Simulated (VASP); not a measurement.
A run of VASP 6.6.1 is set up as follows.

Contents of INCAR:

```
SYSTEM = Zr
ALGO = Normal ; EDIFF = 1E-8
ENCUT = 520 ; ISIF = 2
ISMEAR = -1 ; LASPH = .TRUE.
LCHARG = .FALSE. ; LEFG = .TRUE.
LREAL = .FALSE. ; LWAVE = .FALSE.
NBANDS = 19 ; NELM = 60
PREC = Accurate ; SIGMA = 0.03
```

The input KPOINTS:

```
k-points
0
G
  13 13 7
  0 0 0
```

POSCAR

```
Zr
1.0
    3.2319982225      0.0323199822      0.0323199822
   -1.5880091855      2.7828325745      0.0118299345
    0.0514700000      0.0514700000      5.1470000000
Zr
2
Direct
    0.3333333333      0.6666666667      0.2500000000
    0.6666666667      0.3333333333      0.7500000000
```

Potentials or basis: VASP PAW LDA potentials, release 64 (Zr_sv).

Command:

```sh
$ cat potpaw_LDA.64/Zr_sv/POTCAR > POTCAR
$ mpirun -np 1 vasp_std > vasp.out
```

(1) Predict the band gap on the k mesh.

(2) What does it give for the largest force?

## Answers

(1) zero (band 12 reaches 9.76 eV, above the bottom of band 13 at 8.53 eV).

(2) 0.030 eV/Å.

Caveat: the cell differs from its parent crystal (equal xy, yz and zx shear strains of +2 %); without QUAD_EFG the Cq values of the log hold for a quadrupole moment of 1 mb, not for the nuclei.
